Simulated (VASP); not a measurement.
Set up this calculation in VASP 6.6.1, as the native input.

```
Task                   : single point
Functional             : PBEsol
Potentials or basis    : VASP PAW PBE potentials, release 64 (Rh_pv)
Cutoff                 : 520 eV
k mesh                 : 17 × 17 × 17
Occupations            : fermi-dirac, width 0.05 eV
Spin                   : no spin polarisation
Dipole correction      : no
Further INCAR settings : ALGO = Normal; EDIFF = 1e-07; NBANDS = 14
```

The structure of Rh lies in POSCAR:

```
Rh
1.0
    0.0000000000      1.8111559765      1.8111559765
    1.8111559765      0.0000000000      1.8111559765
    1.8111559765      1.8111559765      0.0000000000
Rh
1
Direct
    0.0000000000      0.0000000000      0.0000000000
```

This cell differs from its parent crystal: volume scaled by 0.88.

These files were run (other wordings do the same):

INCAR

```
SYSTEM = Rh
ALGO = Normal ; EDIFF = 1E-7
ENCUT = 520 ; GGA = PS
ISIF = 2 ; ISMEAR = -1
LASPH = .True. ; LCHARG = .True.
LELF = .True. ; LREAL = .False.
LVHAR = .True. ; LWAVE = .False.
NBANDS = 14 ; NELM = 80
PREC = Accurate ; SIGMA = 0.05
```

KPOINTS

```
k-points
0
Gamma
  17 17 17
  0 0 0
```

Potentials or basis: VASP PAW PBE potentials, release 64 (Rh_pv).

Run with:

```console
$ cat potpaw_PBE.64/Rh_pv/POTCAR > POTCAR
$ mpirun -np 1 vasp_std > vasp.out
```

Results of the run:

| Property | Result |
| --- | --- |
| Pressure | 52.1 GPa |

Caveat: the PAW data sets were made with another functional, which shifts forces and pressure a little.

Wall time 42 s on 1 thread of Intel Xeon 8259CL, with other jobs on the host, peak memory 0.14 GiB.
